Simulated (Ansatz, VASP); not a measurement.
MgO in VASP and in Ansatz

Contents of INCAR:

```
SYSTEM = MgO
PREC = Accurate
ENCUT = 520
EDIFF = 1E-6
ISMEAR = 0
SIGMA = 0.05
LREAL = .FALSE.
LASPH = .TRUE.
NELM = 80
ALGO = Normal
ISIF = 2
LWAVE = .FALSE.
LCHARG = .TRUE.
GGA = PE
LELF = .TRUE.
LVHAR = .TRUE.
NBANDS = 11
```

KPOINTS

```
Automatic mesh
0
G
  10 10 10
  0 0 0
```

The input POSCAR:

```
MgO
1.0
   -0.4609343113      1.9232086781      1.9232086781
    1.9232086781     -0.4609343113      1.9232086781
    1.9232086781      1.9232086781     -0.4609343113
Mg O
1 1
Direct
    0.0000000000      0.0000000000      0.0000000000
    0.5000000000      0.5000000000      0.5000000000
```

Input for Ansatz:

```yaml
crystal:
  lattice:
    - [-0.4609343113, 1.9232086781, 1.9232086781]
    - [1.9232086781, -0.4609343113, 1.9232086781]
    - [1.9232086781, 1.9232086781, -0.4609343113]
  atoms:
    - { symbol: Mg, position: [0.0, 0.0, 0.0] }
    - { symbol: O, position: [0.5, 0.5, 0.5] }
basis:
  ecutwfc: 420
kpoints:
  mp_grid: { grid: [10, 10, 10] }
hamiltonian:
  xc: pbe
scf:
  occupations: { method: gaussian, width: 0.05 }
output:
  forces: true
  stress: true
  eigenvalues: true
  write_density: true
  write_potential: true
  elf: true
  volumetric_format: npy
```

Alike in both runs: task single point; functional PBE; k mesh 10 × 10 × 10; occupations gaussian, width 0.05 eV; no spin polarisation.

|  | VASP | Ansatz |
| --- | --- | --- |
| version | VASP 6.6.1 | Ansatz 0.2.0 |
| potentials or method | VASP PAW PBE potentials, release 64 (Mg, O), cutoff 520 eV | scalar-relativistic, plane waves, PAW |
| valence electrons in the cell | 8 | 16 |

```tsv
	VASP	Ansatz	Ansatz less VASP
gap on the k mesh at the Fermi level (eV)	2.73	2.75	+0.024
least direct gap on the mesh (eV)	2.73	2.75	+0.024
pressure (GPa)	-0.9	-0.2	+0.72
traceless stress, the component that is largest in VASP (GPa)	14.26	14.17	-0.084
```

VASP's potentials hold 8 valence electrons a cell and Ansatz's 16, so a difference there can come from the potentials and not from the codes.
